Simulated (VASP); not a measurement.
# Au (Fm-3m) in VASP: a series of runs

Au is run at these levels: PBE+D3(BJ); tasks: single point, relaxation of cell and atoms.

All numbers are computed with VASP 6.6.1; they aren't measurements. Logs are shortened: lines on timing, memory, paths and dates and some standing lists are left out, and cuts for length are marked.

## Step 1: The cell of the first run

Symmetry: Fm-3m, No. 225, cubic system. The conventional cell has a = 4.103 Å, b = 4.103 Å, c = 4.103 Å, α = 90.00°, β = 90.00°, γ = 90.00°. Au (site symmetry m-3m) has 12 Au at 2.90 Å within 3.8 Å.

## Step 2: Single point, PBE+D3(BJ)

INCAR

```
PREC = Accurate ; ENCUT = 520
EDIFF = 1E-6 ; ISMEAR = 0
SIGMA = 0.1 ; LREAL = False
LASPH = True ; NELM = 100
ALGO = Normal ; ISIF = 2
LWAVE = False ; LCHARG = False
GGA = PE ; IVDW = 12
NBANDS = 12
```

KPOINTS

```
regular mesh
0
Gamma
  18 18 18
```

POSCAR

```
Au
1.0
    0.0000000000      2.0515728515      2.0515728515
    2.0515728515      0.0000000000      2.0515728515
    2.0515728515      2.0515728515      0.0000000000
Au
1
Direct
    0.0000000000      0.0000000000      0.0000000000
```

Potentials or basis: VASP PAW PBE potentials, release 64 (Au).

The run is started by

```bash
$ cat potpaw_PBE.64/Au/POTCAR > POTCAR
$ mpirun -np 1 vasp_std > vasp.out
```

OUTCAR:

```text
PREC = Accurate
   ENCUT = 520
   EDIFF = 1E-6
   ISMEAR = 0
   LREAL = False
   LASPH = True
   NELM = 100
   ISIF = 2
   GGA = PE
   IVDW = 12
 IVDW          = 12

 ion  position               nearest neighbor table
   1  0.000  0.000  0.000-

  LATTYP: Found a face centered cubic cell.
 ALAT       =     4.1031457030

  Lattice vectors:

 A1 = (   0.0000000000,   2.0515728515,   2.0515728515)
 A2 = (   2.0515728515,   0.0000000000,   2.0515728515)
 A3 = (   2.0515728515,   2.0515728515,   0.0000000000)

Analysis of symmetry for initial positions (statically):
=====================================================================
 Subroutine PRICEL returns:
 Original cell was already a primitive cell.

 Routine SETGRP: Setting up the symmetry group for a
 face centered cubic supercell.

 Subroutine GETGRP returns: Found 48 space group operations
 (whereof 48 operations were pure point group operations)
 out of a pool of 48 trial point group operations.

The static configuration has the point symmetry O_h .

Analysis of symmetry for dynamics (positions and initial velocities):
=====================================================================
 Subroutine PRICEL returns:
 Original cell was already a primitive cell.

 Routine SETGRP: Setting up the symmetry group for a
 face centered cubic supercell.

 Subroutine GETGRP returns: Found 48 space group operations
 (whereof 48 operations were pure point group operations)
 out of a pool of 48 trial point group operations.

The dynamic configuration has the point symmetry O_h .

 Subroutine INISYM returns: Found 48 space group operations
 (whereof 48 operations are pure point group operations),
 and found     1 'primitive' translations

----------------------------------------------------------------------------------------

                                     Primitive cell

  volume of cell :      17.2699

  direct lattice vectors                    reciprocal lattice vectors
     0.000000000  2.051572852  2.051572852    -0.243715450  0.243715450  0.243715450
     2.051572852  0.000000000  2.051572852     0.243715450 -0.243715450  0.243715450
     2.051572852  2.051572852  0.000000000     0.243715450  0.243715450 -0.243715450

  length of vectors
     2.901362151  2.901362151  2.901362151     0.422127541  0.422127541  0.422127541

  position of ions in fractional coordinates (direct lattice)
     0.000000000  0.000000000  0.000000000

  ion indices of the primitive-cell ions
   primitive index   ion index
                 1           1

[... 83 lines left out ...]
   NUPDOWN=      -1.0000    fix difference up-down
   EMIN   =  10.00;   EMAX   =-10.00  energy-range for DOS
   EFERMI =   0.00;   METHOD = LEGACY
   ISMEAR =     0;   SIGMA  =   0.10  broadening in eV -4-tet -1-fermi 0-gaus
   EFERMI_NEDOS =   21; number of points for ismear=-14 and -15
   IALGO  =     38    algorithm
   IMIX   =      4    mixing-type and parameters
     AMIX     =   0.40;   BMIX     =  1.00
     AMIX_MAG =   1.60;   BMIX_MAG =  1.00
  volume/ion in A,a.u.               =      17.27       116.54
  Fermi-wavevector in a.u.,A,eV,Ry     =   1.408560  2.661793 26.994533  1.984042
  Thomas-Fermi vector in A             =   2.530706
   LORBIT       =      0    0 simple, 1 ext, 2 COOP (PROOUT), +10 PAW based schemes
   GGA     = PE    functional components
   LHFCALC =     F    Hartree Fock is set to
   AEXX    =    0.0000 exact exchange contribution
   IVDW    =    12    specifies the selected vdW correction
   LEPSILON=     F    determine dielectric tensor
   LRPA    =     F    only Hartree local field effects (RPA)
 non-spin polarized calculation
 Gauss-broadening in eV      SIGMA  =   0.10
  energy-cutoff  :      520.00
  volume of cell :       17.27
 maximum number of plane-waves:       483
 NGX is ok and might be reduce to    24
   NGX = 11   NGY = 11   NGZ = 11

 number of electron      11.0000001 magnetization

 Free energy of the ion-electron system (eV)
  ---------------------------------------------------
  ext. energy  EPLUGINS =         0.00000000
  ---------------------------------------------------
  free energy    TOTEN  =        -3.20976594 eV

  energy without entropy =       -3.20843599  energy(sigma->0) =       -3.20910096

 E-fermi :   9.2266     XC(G=0): -12.6370

 val. band max:        9.2227816305   @ k =   0.5000   0.2778   0.1111
 cond. band min:       9.2359449817   @ k =   0.5000   0.1667   0.0556
 fundamental gap:      0.0131633513
 Fermi energy:         9.2266153726

 k-point     1 :       0.0000    0.0000    0.0000
  band No.  band energies     occupation
      1      -0.4616      2.00000
      2       4.6339      2.00000
      3       4.6339      2.00000
      4       4.6339      2.00000
      5       6.1135      2.00000
      6       6.1135      2.00000
      7      23.7938      0.00000
      8      27.7174      0.00000
      9      27.7174      0.00000
     10      27.7174      0.00000
     11      32.5785      0.00000
     12      37.0731      0.00000
[... 331 lines left out ...]
 k-point    24 :      -0.2222    0.0556    0.0000
  band No.  band energies     occupation
      1       1.3153      2.00000
      2       4.3781      2.00000
      3       4.9330      2.00000
      4       4.9691      2.00000
      5       6.0231      2.00000
      6       6.4939      2.00000
      7      20.7548      0.00000
      8      24.8373      0.00000
      9      27.6686      0.00000
     10      29.9785      0.00000
     11      30.5184      0.00000
     12      31.9727      0.00000

 [... further k-points ...]

------------------------ aborting loop because EDIFF is reached ----------------------------------------

 Edisp (eV)   -0.65637

 E8    (eV) :    -0.2950

  FORCE on cell =-STRESS in cart. coord.  units (eV):
  Direction    XX          YY          ZZ          XY          YZ          ZX
  --------------------------------------------------------------------------------------
  -------------------------------------------------------------------------------------
  Total      -0.03094    -0.03094    -0.03094     0.00000     0.00000    -0.00000
  in kB      -2.87063    -2.87063    -2.87063     0.00000     0.00000    -0.00000
  external pressure =       -2.87 kB  Pullay stress =        0.00 kB

 VOLUME and BASIS-vectors are now :
 -----------------------------------------------------------------------------
  energy-cutoff  :      520.00
  volume of cell :       17.27
      direct lattice vectors                 reciprocal lattice vectors
     0.000000000  2.051572852  2.051572852    -0.243715450  0.243715450  0.243715450
     2.051572852  0.000000000  2.051572852     0.243715450 -0.243715450  0.243715450
     2.051572852  2.051572852  0.000000000     0.243715450  0.243715450 -0.243715450

 POSITION                                       TOTAL-FORCE (eV/Angst)
 -----------------------------------------------------------------------------------
      0.00000      0.00000      0.00000         0.000000      0.000000      0.000000
 -----------------------------------------------------------------------------------
    total drift:                               -0.000000      0.000000      0.000000

  FREE ENERGIE OF THE ION-ELECTRON SYSTEM (eV)
  ---------------------------------------------------
  free  energy   TOTEN  =        -3.8661360556 eV

  energy  without entropy=       -3.8648061075  energy(sigma->0) =       -3.86547108
```

stdout:

```text
POSCAR found type information on POSCAR Au
 POSCAR found :  1 types and       1 ions
 scaLAPACK will be used
 LDA part: xc-table for (Slater+PW92), standard interpolation
 POSCAR, INCAR and KPOINTS ok, starting setup
 FFT: planning ... GRIDC
 FFT: planning ... GRID_SOFT
 FFT: planning ... GRID
 WAVECAR not read
 entering main loop
```

Wall time 23 s (1 thread of Intel Xeon Platinum 8259CL at 2.50GHz (Skylake/Cascade Lake), shared host); peak memory 0.18 GiB.

What came out:

```
Free energy                : -3.8661 eV
Pressure                   : -0.3 GPa
Dispersion energy per atom : -0.656 eV
```

Levels at points of the mesh, in eV from the Fermi level:
```
           k point  band 2  band 3  band 4  band 5  band 6  band 7  band 8  band 9  band 10  band 11
(0.00, 0.00, 0.00)   -4.59   -4.59   -4.59   -3.11   -3.11   14.57   18.49   18.49    18.49    23.35
(0.50, 0.00, 0.00)   -4.63   -4.63   -1.94   -1.94   -0.87    3.03   14.02   17.06    17.06    24.75
(0.50, 0.50, 0.00)   -6.61   -1.98   -1.63   -1.63    1.09    5.69   10.00   10.00    17.09    19.66
```

Caveat: spin-orbit coupling is left out, which moves the levels of the heavy elements; pairwise dispersion overbinds metals, which lowers pressure and volume.

## Step 3: Relaxation of cell and atoms, PBE+D3(BJ)

This run uses another cell than the first one, of 17.97 Å³/atom, 1.041 times its volume.

INCAR

```
SYSTEM = Au
  PREC = Accurate
  ENCUT = 600
  EDIFF = 1E-7
  ISMEAR = 0
  SIGMA = 0.1
  LREAL = .FALSE.
  LASPH = .TRUE.
  NELM = 80
  ALGO = Fast
  ISIF = 3
  LWAVE = .FALSE.
  LCHARG = .FALSE.
  GGA = PE
  IVDW = 12
  IBRION = 2
  NSW = 70
  EDIFFG = -0.005
```

KPOINTS

```
Automatic mesh
0
G
  18 18 18
  0 0 0
```

POSCAR

```
Au
1.0
    0.0000000000      2.0790566510      2.0790566510
    2.0790566510      0.0000000000      2.0790566510
    2.0790566510      2.0790566510      0.0000000000
Au
1
Direct
    0.0000000000      0.0000000000      0.0000000000
```

Potentials or basis: VASP PAW PBE potentials, release 64 (Au).

The run is started by

```bash
$ cat potpaw_PBE.64/Au/POTCAR > POTCAR
$ mpirun -np 1 vasp_std > vasp.out
```

Wall time 98 s (1 thread of Intel Xeon Platinum 8259CL at 2.50GHz (Skylake/Cascade Lake), shared host); peak memory 0.19 GiB.

Results (log left out):

```
Free energy                            : -3.8662 eV
Relaxed volume                         : 17.25 Å³/atom
Relaxed cell                           : a = 2.900 Å, b = 2.900 Å, c = 2.900 Å, α = 60.00°, β = 60.00°, γ = 60.00°
Space group after relaxing (to 0.05 Å) : Fm-3m (No. 225)
Energy gained by relaxing              : 14.2 meV/atom
Ionic steps                            : 4
Pressure after relaxing                : 0.0 GPa
Dispersion energy per atom             : -0.657 eV
```

Step by step:
| step | energy change (eV) | largest force (eV/Å) | pressure (GPa) | volume (Å³) |
| --- | --- | --- | --- | --- |
| 1 | 0.0000 | 0.0000 | -6.00 | 17.97 |
| 2 | 0.0178 | 0.0000 | 11.23 | 16.28 |
| 3 | -0.0142 | 0.0000 | -0.10 | 17.26 |
| 4 | -0.0142 | 0.0000 | 0.05 | 17.25 |

Final structure:
```
Au
1.0
     0.00000    2.05065    2.05065
     2.05065    0.00000    2.05065
     2.05065    2.05065    0.00000
Au
1
Direct
  0.00000 0.00000 0.00000
```

Levels at points of the mesh, in eV from the Fermi level:
| k point | band 4 | band 5 | band 6 | band 7 | band 8 | band 9 |
| --- | --- | --- | --- | --- | --- | --- |
| (0.00, 0.00, 0.00) | -4.60 | -3.12 | -3.12 | 14.56 | 18.50 | 18.50 |
| (0.50, 0.00, 0.00) | -1.94 | -1.94 | -0.87 | 3.03 | 14.01 | 17.07 |
| (0.50, 0.50, 0.00) | -1.63 | -1.63 | 1.08 | 5.71 | 10.00 | 10.00 |

Caveat: spin-orbit coupling is left out, which moves the levels of the heavy elements; pairwise dispersion overbinds metals, which lowers pressure and volume.
